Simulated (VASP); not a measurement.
A run of VASP 6.6.1 is set up as follows.

The input INCAR:

```
SYSTEM = Ti
ALGO     = Normal         ! electronic algorithm
EDIFF    = 1E-6           ! SCF threshold, eV
ENCUT    = 520            ! plane-wave cutoff, eV
GGA      = PS             ! functional
ISIF     = 2              ! what is computed and relaxed
ISMEAR   = -1             ! smearing method
LASPH    = .TRUE.         ! aspherical terms in the spheres
LCHARG   = .TRUE.         ! write CHGCAR
LELF     = .TRUE.         ! ELF
LREAL    = .FALSE.        ! projectors in reciprocal space
LVHAR    = .TRUE.       
LWAVE    = .FALSE.        ! write WAVECAR
NBANDS   = 19             ! bands
NELM     = 60             ! most SCF steps
PREC     = Accurate       ! precision mode
SIGMA    = 0.08           ! smearing width, eV
```

Contents of KPOINTS:

```
k-points
0
G
  18 18 10
  0 0 0
```

File POSCAR:

```
Ti
1.0
    2.7978913798      0.0000000000      0.0000000000
   -1.3989456899      2.4230450120      0.0000000000
    0.0000000000      0.0000000000      4.4447022651
Ti
2
Direct
    0.3333333333      0.6666666667      0.2500000000
    0.6666666667      0.3333333333      0.7500000000
```

Potentials or basis: VASP PAW PBE potentials, release 64 (Ti_sv).

Run with:

```bash
$ cat potpaw_PBE.64/Ti_sv/POTCAR > POTCAR
$ mpirun -np 1 vasp_std > vasp.out
```

**Question.** Estimate the band gap on the k mesh.

**Answer.** Zero (bands 12 and 13 overlap by 1.22 eV).

**Question.** Predict the pressure.

**Answer.** 14.5 GPa.

Caveat: the cell stands under pressure; the PAW data sets were made with another functional, which shifts forces and pressure a little.
